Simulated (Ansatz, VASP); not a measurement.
## Sb in VASP and in Ansatz

File INCAR:

```
SYSTEM = Sb
PREC = Accurate
ENCUT = 520
EDIFF = 1E-7
ISMEAR = -1
SIGMA = 0.05
LREAL = .FALSE.
LASPH = .TRUE.
NELM = 100
ALGO = Normal
ISIF = 2
LWAVE = .FALSE.
LCHARG = .TRUE.
GGA = PE
LELF = .TRUE.
LVHAR = .TRUE.
NBANDS = 8
```

The input KPOINTS:

```
regular mesh
0
G
  10 10 10
  0 0 0
```

POSCAR

```
Sb
1.0
   -1.9116750000      1.8985960000      1.9109740000
    1.8664480000     -1.9242180000      1.8913690000
    1.8258330000      1.8383760000     -1.9365960000
Sb
1
Direct
    0.0066800000      0.0021220000      0.0177370000
```

File input.yaml:

```yaml
crystal:
  lattice:
    - [-1.911675, 1.898596, 1.910974]
    - [1.866448, -1.924218, 1.891369]
    - [1.825833, 1.838376, -1.936596]
  atoms:
    - { symbol: Sb, position: [0.00668, 0.002122, 0.017737] }
kpoints:
  mp_grid: { grid: [10, 10, 10] }
scf:
  occupations: { method: fermi_dirac, width: 0.05 }
hamiltonian:
  xc: pbe
  pseudopotentials: { kind: all_electron, lapw: { basis_error: 0.001 } }
output:
  forces: true
  stress: true
  eigenvalues: true
  populations: true
```

Change from the starting cell: cell strained at random at fixed volume.

Alike in both runs: task single point; functional PBE; k mesh 10 × 10 × 10; occupations fermi-dirac, width 0.05 eV; no spin polarisation.

|  | VASP | Ansatz |
| --- | --- | --- |
| version | VASP 6.6.1 | Ansatz 0.2.0 |
| potentials or method | VASP PAW PBE potentials, release 64 (Sb), cutoff 520 eV | all-electron LAPW, scalar-relativistic |

Ansatz gave:

```
gap on the k mesh at the Fermi level (eV)                     : none
pressure (GPa)                                                : 3.0
traceless stress, the component that is largest in VASP (GPa) : 1.06
```

**Question.** Which values does VASP return?

**Answer.** gap on the k mesh at the Fermi level (eV): none; pressure (GPa): 2.9; traceless stress, the component that is largest in VASP (GPa): 1.06.

A gap of «none» marks a metal or a gap that the smearing closes. Ansatz ran all-electron here, and VASP with PAW potentials.

Neither program's run includes spin-orbit coupling.
